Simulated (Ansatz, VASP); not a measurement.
**Two plane-wave programs on SnSe**

```
CELL_PARAMETERS angstrom
4.31560 0.00000 0.00000
0.00000 4.31560 0.00000
0.00000 0.00000 11.30901
ATOMIC_POSITIONS crystal
Sn 0.50000 0.00000 0.37816
Sn 0.00000 0.50000 0.62184
Se 0.50000 0.00000 0.62178
Se 0.00000 0.50000 0.37822
```

Change from the starting cell: strain +0.030 along x and y, +0.030 along z, atoms carried along.

Alike in both runs: task single point; functional LDA; k mesh 6 × 6 × 4; occupations gaussian, width 0.05 eV; no spin polarisation.

```csv
,VASP,Ansatz
version,VASP 6.6.1,Ansatz 0.2.0
potentials or method,"VASP PAW LDA potentials, release 64 (Sn_d, Se), cutoff 520 eV","scalar-relativistic, plane waves, PAW"
valence electrons in the cell,40,60
```

Ansatz gave:

- gap on the k mesh at the Fermi level (eV): 1.45
- least direct gap on the mesh (eV): 1.46
- rms of the force components (eV/Å): 0.271

Task: Estimate VASP's values.

Result: gap on the k mesh at the Fermi level (eV): 1.45; least direct gap on the mesh (eV): 1.46; rms of the force components (eV/Å): 0.261.

LDA's correlation is that of Perdew and Zunger in VASP and of Perdew and Wang (1992) in Ansatz. Atom by atom the forces differ by 0.010 eV/Å (rms over components). VASP's potentials hold 40 valence electrons a cell and Ansatz's 60, so a difference there can come from the potentials and not from the codes.
